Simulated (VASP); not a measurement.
# Te in VASP: notebook, part 3 of 3

VASP 6.6.1. The steps go on from the part before.

## 5. Single point, PBE (strained and its atoms moved)

INCAR

```
ALGO     = Normal         # electronic algorithm
EDIFF    = 1E-6           # SCF threshold, eV
ENCUT    = 520            # plane-wave cutoff, eV
GGA      = PE             # functional
ISIF     = 2              # what is computed and relaxed
ISMEAR   = 0              # smearing method
LASPH    = True           # aspherical terms in the spheres
LCHARG   = False          # write CHGCAR
LREAL    = False          # projectors in reciprocal space
LWAVE    = False          # write WAVECAR
NBANDS   = 16             # bands
NELM     = 80             # most SCF steps
PREC     = Accurate       # precision mode
SIGMA    = 0.05           # smearing width, eV
```

KPOINTS

```
k-points
0
Gamma
  9 9 6
```

POSCAR

```
Te
1.0
    4.7006483692      0.0000000000      0.0000000000
   -2.3503241847      4.0708809020      0.0000000000
    0.0000000000      0.0000000000      6.1586227500
Te
3
Direct
    0.7462881471     -0.0059922925      0.3333333333
    0.0059922925      0.7522804396      0.6666666667
    0.2477195604      0.2537118529      0.0000000000
```

Potentials or basis: VASP PAW PBE potentials, release 64 (Te).

On the command line:

```
cat potpaw_PBE.64/Te/POTCAR > POTCAR
mpirun -np 1 vasp_std > vasp.out
```

OUTCAR:

```text
EDIFF = 1E-6
   ENCUT = 520
   GGA = PE
   ISIF = 2
   ISMEAR = 0
   LASPH = True
   LREAL = False
   NELM = 80
   PREC = Accurate

 ion  position               nearest neighbor table
   1  0.746  0.994  0.333-   3 2.90   2 2.90
   2  0.006  0.752  0.667-   3 2.90   1 2.90
   3  0.248  0.254  0.000-   1 2.90   2 2.90

  LATTYP: Found a hexagonal cell.
 ALAT       =     4.7006483692
 C/A-ratio  =     1.3101645276

  Lattice vectors:

 A1 = (   4.7006483692,   0.0000000000,   0.0000000000)
 A2 = (  -2.3503241847,   4.0708809020,   0.0000000000)
 A3 = (   0.0000000000,   0.0000000000,   6.1586227500)

Analysis of symmetry for initial positions (statically):
=====================================================================
 Subroutine PRICEL returns:
 Original cell was already a primitive cell.

 Routine SETGRP: Setting up the symmetry group for a
 hexagonal supercell.

 Subroutine GETGRP returns: Found  3 space group operations
 (whereof  1 operations were pure point group operations)
 out of a pool of 24 trial point group operations.

The static configuration has the point symmetry C_1 .
 The point group associated with its full space group is C_3 .

Analysis of symmetry for dynamics (positions and initial velocities):
=====================================================================
 Subroutine PRICEL returns:
 Original cell was already a primitive cell.

 Routine SETGRP: Setting up the symmetry group for a
 hexagonal supercell.

 Subroutine GETGRP returns: Found  3 space group operations
 (whereof  1 operations were pure point group operations)
 out of a pool of 24 trial point group operations.

The dynamic configuration has the point symmetry C_1 .
 The point group associated with its full space group is C_3 .

 Subroutine INISYM returns: Found  3 space group operations
 (whereof  1 operations are pure point group operations),
 and found     1 'primitive' translations

----------------------------------------------------------------------------------------

                                     Primitive cell

  volume of cell :     117.8500

  direct lattice vectors                    reciprocal lattice vectors
     4.700648369  0.000000000  0.000000000     0.212736610  0.122823539  0.000000000
    -2.350324185  4.070880902  0.000000000     0.000000000  0.245647078  0.000000000
     0.000000000  0.000000000  6.158622750     0.000000000  0.000000000  0.162373966

  length of vectors
     4.700648369  4.700648369  6.158622750     0.245647078  0.245647078  0.162373966

  position of ions in fractional coordinates (direct lattice)
     0.746288147  0.994007708  0.333333333
     0.005992292  0.752280440  0.666666667
     0.247719560  0.253711853  0.000000000

  ion indices of the primitive-cell ions
   primitive index   ion index
                 1           1
                 2           2
                 3           3

----------------------------------------------------------------------------------------

 KPOINTS: k-points

Automatic generation of k-mesh.
 Grid dimensions read from file:
 generate k-points for:    9    9    6

 Generating k-lattice:

  Cartesian coordinates                     Fractional coordinates (reciprocal lattice)
     0.023637401  0.013647060  0.000000000     0.111111111  0.000000000  0.000000000
     0.000000000  0.027294120  0.000000000     0.000000000  0.111111111  0.000000000
     0.000000000  0.000000000  0.027062328     0.000000000  0.000000000  0.166666667

  Length of vectors
     0.027294120  0.027294120  0.027062328

  Shift w.r.t. Gamma in fractional coordinates (k-lattice)
     0.000000000  0.000000000  0.000000000

 Subroutine IBZKPT returns following result:
 ===========================================

 Found     88 irreducible k-points:

 Following reciprocal coordinates:
            Coordinates               Weight
  0.000000  0.000000  0.000000      1.000000
  0.111111 -0.000000  0.000000      6.000000
  0.222222 -0.000000  0.000000      6.000000
  0.333333 -0.000000  0.000000      6.000000
  0.444444 -0.000000  0.000000      6.000000
  0.111111  0.111111  0.000000      6.000000
[... 16 lines left out ...]
  0.444444 -0.000000  0.166667      6.000000
  0.000000  0.444444  0.166667      6.000000
 [... further k-points ...]
   k-points           NKPTS =     88   k-points in BZ     NKDIM =     88   number of bands    NBANDS=     16
   number of dos      NEDOS =    301   number of ions     NIONS =      3
   total plane-waves  NPLWV =  62208
   dimension x,y,z NGX =    36 NGY =   36 NGZ =   48
   dimension x,y,z NGXF=    72 NGYF=   72 NGZF=   96
   ions per type =               3
   NGX,Y,Z   is equivalent  to a cutoff of  12.73, 12.73, 12.96 a.u.
   NGXF,Y,Z  is equivalent  to a cutoff of  25.46, 25.46, 25.91 a.u.
 SYSTEM =  unknown system
   PREC   = accura    normal or accurate (medium, high low for compatibility)
   ISTART =      0    job   : 0-new  1-cont  2-samecut
   ICHARG =      2    charge: 1-file 2-atom 10-const
   ISPIN  =      1    spin polarized calculation?
   LNONCOLLINEAR =      F non collinear calculations
   LSORBIT =      F    spin-orbit coupling
   LASPH  =      T    aspherical Exc in radial PAW
   ENCUT  =  520.0 eV  38.22 Ry    6.18 a.u.   8.74  8.74 11.45*2*pi/ulx,y,z
   NELM   =     80;   NELMIN=  2; NELMDL= -5     # of ELM steps
   EDIFF  = 0.1E-05   stopping-criterion for ELM
   LREAL  =      F    real-space projection
   EDIFFG = 0.1E-04   stopping-criterion for IOM
   NSW    =      0    number of steps for IOM
   IBRION =     -1    ionic relax: 0-MD 1-quasi-New 2-CG
   NFREE  =      0    steps in history (QN), initial steepest desc. (CG)
   ISIF   =      2    stress and relaxation
   ISYM   =      2    0-nonsym 1-usesym 2-fastsym
   POTIM  = 0.5000    time-step for ionic-motion
   TEBEG  =    0.0;   TEEND  =   0.0 temperature during run
   PSTRESS=    0.0 pullay stress
   NELECT =      18.0000    total number of electrons
   NUPDOWN=      -1.0000    fix difference up-down
   EMIN   =  10.00;   EMAX   =-10.00  energy-range for DOS
   EFERMI =   0.00;   METHOD = LEGACY
   ISMEAR =     0;   SIGMA  =   0.05  broadening in eV -4-tet -1-fermi 0-gaus
   EFERMI_NEDOS =   21; number of points for ismear=-14 and -15
   IALGO  =     38    algorithm
   IMIX   =      4    mixing-type and parameters
     AMIX     =   0.40;   BMIX     =  1.00
     AMIX_MAG =   1.60;   BMIX_MAG =  1.00
  volume/ion in A,a.u.               =      39.28       265.10
  Fermi-wavevector in a.u.,A,eV,Ry     =   0.875096  1.653692 10.419249  0.765793
  Thomas-Fermi vector in A             =   1.994719
   LORBIT       =      0    0 simple, 1 ext, 2 COOP (PROOUT), +10 PAW based schemes
   GGA     = PE    functional components
   LHFCALC =     F    Hartree Fock is set to
   AEXX    =    0.0000 exact exchange contribution
   IVDW    =     0    specifies the selected vdW correction
   LEPSILON=     F    determine dielectric tensor
   LRPA    =     F    only Hartree local field effects (RPA)
 non-spin polarized calculation
 Gauss-broadening in eV      SIGMA  =   0.05
  energy-cutoff  :      520.00
  volume of cell :      117.85
 maximum number of plane-waves:      3197
   NGX = 17   NGY = 17   NGZ = 23

 number of electron      18.0000000 magnetization

 Free energy of the ion-electron system (eV)
  ---------------------------------------------------
  ext. energy  EPLUGINS =         0.00000000
  ---------------------------------------------------
  free energy    TOTEN  =        -9.34943651 eV

  energy without entropy =       -9.34942916  energy(sigma->0) =       -9.34943284

 E-fermi :   4.2635     XC(G=0):  -8.4055

 val. band max:        4.1706183632   @ k =   0.3333   0.3333   0.5000
 cond. band min:       4.3564515531   @ k =   0.3333   0.3333   0.5000
 fundamental gap:      0.1858331900
 Fermi energy:         4.2635352713

 k-point     1 :       0.0000    0.0000    0.0000
  band No.  band energies     occupation
      1      -8.5971      2.00000
      2      -5.7811      2.00000
      3      -5.7811      2.00000
      4       1.5014      2.00000
      5       1.5014      2.00000
      6       1.5241      2.00000
[... 8 lines left out ...]
     15       9.6521      0.00000
     16      10.8141      0.00000
[... 420 lines left out ...]
  band No.  band energies     occupation
      1      -7.9024      2.00000
      2      -6.4519      2.00000
      3      -5.5249      2.00000
      4       0.1606      2.00000
      5       0.2321      2.00000
      6       1.3050      2.00000
[... 8 lines left out ...]
     15      11.6934      0.00000
     16      12.1582      0.00000

 [... further k-points ...]

------------------------ aborting loop because EDIFF is reached ----------------------------------------

  FORCE on cell =-STRESS in cart. coord.  units (eV):
  Direction    XX          YY          ZZ          XY          YZ          ZX
  --------------------------------------------------------------------------------------
  -------------------------------------------------------------------------------------
  Total       -1.2144509     -1.2144509     -2.3841183     -0.0000000     -0.0000000      0.0000000
  in kB      -16.5105210    -16.5105210    -32.4122084     -0.0000006     -0.0000000      0.0000000
  external PRESSURE =     -21.8110835 kB  Pullay stress =       0.0000000 kB

 VOLUME and BASIS-vectors are now :
 -----------------------------------------------------------------------------
  energy-cutoff  :      520.00
  volume of cell :      117.85
      direct lattice vectors                 reciprocal lattice vectors
     4.700648369  0.000000000  0.000000000     0.212736610  0.122823539  0.000000000
    -2.350324185  4.070880902  0.000000000     0.000000000  0.245647078  0.000000000
     0.000000000  0.000000000  6.158622750     0.000000000  0.000000000  0.162373966

 POSITION                                       TOTAL-FORCE (eV/Angst)
 -----------------------------------------------------------------------------------
      1.17180      4.04649      2.05287         0.135982      0.056157      0.000000
     -1.73994      3.06244      4.10575        -0.116625      0.089686      0.000000
      0.56814      1.03283      0.00000        -0.019357     -0.145843      0.000000
 -----------------------------------------------------------------------------------
    total drift:                               -0.000000      0.000000      0.000016

  FREE ENERGIE OF THE ION-ELECTRON SYSTEM (eV)
  ---------------------------------------------------
  free  energy   TOTEN  =        -9.3494365089 eV

  energy  without entropy=       -9.3494291629  energy(sigma->0) =       -9.34943284
```

Run time: 2.7 min. Hardware: 1 thread of Intel Xeon 8259CL, shared host; peak memory 0.31 GiB.

What came out:

```yaml
Free_energy: -9.3494 eV
Pressure: -2.2 GPa
Largest_force: 0.147 eV/Å
Band_gap_on_the_k_mesh: 0.19 eV
```

Forces on the atoms (eV/Å):
```
Te   0.136  0.056  0.000
Te  -0.117  0.090  0.000
Te  -0.019 -0.146  0.000
```

Stress tensor (GPa, compression positive):
```
-1.65  0.00  0.00
 0.00 -1.65  0.00
 0.00  0.00 -3.24
```

Caveat: the cell differs from its parent crystal (strained and its atoms moved); spin-orbit coupling is left out, which moves the levels of the heavy elements; an odd mesh through Γ misses points on the zone boundary, where band edges can lie.

## 6. The runs side by side

```tsv
cell	k mesh	smearing	gap on the mesh (eV)	pressure (GPa)	largest force (eV/Å)
a = 4.658, b = 4.658, c = 5.848 Å, angles 90.0, 90.0, 120.0°, 3 atoms, atomic positions A	12 × 12 × 6	gaussian 0.01 eV	0.42	-0.8	0.09
a = 4.726, b = 4.726, c = 5.805 Å, angles 90.0, 90.0, 120.0°, 3 atoms, atomic positions B	12 × 12 × 6	gaussian 0.01 eV	0.51	-0.5	0.01
a = 4.552, b = 4.552, c = 6.405 Å, angles 90.0, 90.0, 120.0°, 3 atoms, atomic positions C	9 × 9 × 6	gaussian 0.05 eV	none	-3.8	0.38
a = 4.701, b = 4.701, c = 6.159 Å, angles 90.0, 90.0, 120.0°, 3 atoms, atomic positions D	9 × 9 × 6	gaussian 0.05 eV	0.19	-2.2	0.15
```

Alike in all rows: task single point; level PBE; potentials or basis VASP PAW PBE potentials, release 64 (Te); no spin polarisation; cutoff (eV) 520.

Caveats: spin-orbit coupling is left out, which moves the levels of the heavy elements; the cell stands under tension (at least some runs); an odd mesh through Γ misses points on the zone boundary, where band edges can lie (at least some runs).

Absolute energies hang on the potentials; compare differences alone.
